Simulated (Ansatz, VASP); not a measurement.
# Two plane-wave programs on MgO

```
CELL_PARAMETERS angstrom
0.00000 2.10756 2.10756
2.10756 0.00000 2.10756
2.10756 2.10756 0.00000
ATOMIC_POSITIONS crystal
Mg 0.00000 0.00000 0.00000
O 0.50000 0.50000 0.50000
```

Alike in both runs: functional PBEsol; k mesh 8 × 8 × 8; occupations gaussian, width 0.02 eV; no spin polarisation.

Ansatz relaxed the structure, and its values are those at the end. VASP's run is a single point on that final structure, the one shown.

|  | VASP | Ansatz |
| --- | --- | --- |
| version | VASP 6.6.1 | Ansatz 0.2.0 |
| potentials or method | VASP PAW PBE potentials, release 64 (Mg, O), cutoff 600 eV | scalar-relativistic, plane waves, PAW |
| valence electrons in the cell | 8 | 16 |

```csv
,VASP,Ansatz,Ansatz less VASP
gap on the k mesh at the Fermi level (eV),4.61,4.62,+0.005
least direct gap on the mesh (eV),4.61,4.62,+0.005
pressure (GPa),-0.8,0.0,+0.84
```

VASP's potentials were made for PBE, not for PBEsol, and Ansatz warns of the same on its side. VASP's potentials hold 8 valence electrons a cell and Ansatz's 16, so a difference there can come from the potentials and not from the codes.
